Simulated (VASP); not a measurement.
Input of a VASP 6.6.1 run:

INCAR

```
ALGO = Normal
EDIFF = 1E-6
ENCUT = 520
GGA = PE
ISIF = 2
ISMEAR = 0
LASPH = True
LCHARG = False
LREAL = False
LWAVE = False
NBANDS = 14
NELM = 80
PREC = Accurate
SIGMA = 0.02
```

The input KPOINTS:

```
k-points
0
Gamma
  8 8 4
```

POSCAR

```
Br
1.0
    2.8685229216      0.0000000000      0.0000000000
   -1.4342614608      2.4842137215      0.0000000000
    0.0000000000      0.0000000000      6.3277804434
Br
2
Direct
    0.3333333333      0.6666666667      0.2500000000
    0.6666666667      0.3333333333      0.7500000000
```

Potentials or basis: VASP PAW PBE potentials, release 64 (Br).

Launch:

```bash
$ cat potpaw_PBE.64/Br/POTCAR > POTCAR
$ mpirun -np 1 vasp_std > vasp.out
```

(1) Estimate the band gap on the k mesh.

(2) Estimate the pressure.

Results:

(1) zero (band 7 reaches 5.85 eV, above the bottom of band 8 at 2.20 eV).

(2) 10.0 GPa.

Caveat: this functional lacks dispersion, which binds the layers, so the pressure and a relaxed spacing across them are unreliable.
